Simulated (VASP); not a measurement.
## BeSn2S3: single point with PBE

Crystal: BeSn2S3.

```xyz
6
Lattice="4.0609 0.0000 0.0000 -0.7206 4.5681 0.0000 -0.8625 -0.2877 8.8436" Properties=species:S:1:pos:R:3 pbc="T T T"
Be   -0.2999    2.1909    0.2532
Sn    0.5569   -0.1742    7.0361
Sn    2.5526    0.0136    2.9143
S     1.2918    2.3175    1.3946
S     2.5817    1.6055    7.1461
S    -0.1076    3.9387    4.5112
```

The cell was generated, and may not be a known phase.

- Program: VASP 6.6.1
- Task: single point
- Functional: PBE
- Potentials or basis: VASP PAW PBE potentials, release 64 (Be, Sn_d, S)
- Cutoff: 600 eV
- k mesh: 4 × 4 × 2
- Occupations: gaussian, width 0.1 eV
- Spin: no spin polarisation
- Dipole correction: no
- Further INCAR settings: ALGO = Normal; EDIFF = 1e-06; NBANDS = 33

```json
{
 "Pressure": "-0.4 GPa",
 "Largest force": "0.504 eV/Å",
 "Band gap on the k mesh": "0.88 eV (least direct gap 1.17 eV)"
}
```

Forces in eV/Å, atoms in the order of the input:
```
Be  -0.491  0.031 -0.109
Sn   0.030 -0.068  0.135
Sn  -0.017  0.005  0.107
S    0.339  0.054 -0.325
S    0.127  0.062  0.247
S    0.012 -0.084 -0.055
```

Stress tensor (GPa, compression positive):
```
-2.04  0.15  0.28
 0.15  1.56 -0.93
 0.28 -0.93 -0.73
```

Levels at points of the mesh, in eV from the valence-band top:
```csv
k point,band 22,band 23,band 24,band 25,band 26,band 27
"(0.00, 0.00, 0.00)",-1.98,-1.63,-0.95,1.05,1.91,2.47
"(0.50, 0.00, 0.00)",-1.69,-1.67,-0.75,1.03,1.97,2.34
"(0.00, 0.50, 0.00)",-2.04,-1.19,0.00,1.50,1.69,2.18
"(0.50, 0.50, 0.00)",-2.49,-1.85,-0.96,1.53,1.80,2.46
"(0.00, 0.00, 0.50)",-2.02,-1.65,-1.16,0.88,1.82,2.47
"(0.50, 0.00, 0.50)",-1.76,-1.41,-0.86,0.97,1.35,2.17
"(0.00, 0.50, 0.50)",-1.56,-0.66,-0.05,1.12,1.65,2.20
"(0.50, 0.50, 0.50)",-2.29,-2.05,-1.24,1.05,1.89,3.19
```

Wall time 100 s on 1 thread of Intel(R) Xeon(R) Platinum 8259CL CPU @ 2.50GHz (Skylake/Cascade Lake), with other jobs on the host, peak memory 0.35 GiB.

Caveat: spin-orbit coupling is left out, which moves the levels of the heavy elements. A k mesh can miss the band edges.
